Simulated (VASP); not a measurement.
TaN (rocksalt type), 2 atoms in the cell. The structure is cubic, space group Fm-3m (No. 225). Conventional cell: a = 3.922 Å, b = 3.922 Å, c = 3.922 Å, α = 90.00°, β = 90.00°, γ = 90.00°. Ta (site symmetry m-3m) has 6 N at 1.96 Å within 2.6 Å. N (site symmetry m-3m) has 6 Ta at 1.96 Å within 2.6 Å. 

```yaml
Program: VASP 6.6.1
Task: single point
Functional: PBEsol
Potentials_or_basis: VASP PAW PBE potentials, release 64 (Ta_pv, N)
Cutoff: 520 eV
k_mesh: 15 × 15 × 15
Occupations: fermi-dirac, width 0.08 eV
Spin: no spin polarisation
Dipole_correction: no
Further_INCAR_settings: ALGO = Normal; EDIFF = 1e-07; NBANDS = 15
```

Potentials or basis: VASP PAW PBE potentials, release 64 (Ta_pv, N).

Launch:

```console
$ cat potpaw_PBE.64/Ta_pv/POTCAR potpaw_PBE.64/N/POTCAR > POTCAR
$ mpirun -np 1 vasp_std > vasp.out
```

Hardware: 1 thread of Intel(R) Xeon(R) 6975P-C (Granite Rapids), on a shared host.

Estimate the wall time of this run.

It took 10 s on 1 thread of Intel(R) Xeon(R) 6975P-C (Granite Rapids), on a shared host, peak memory 0.16 GiB. Counts: scf iterations 14, k points 120.
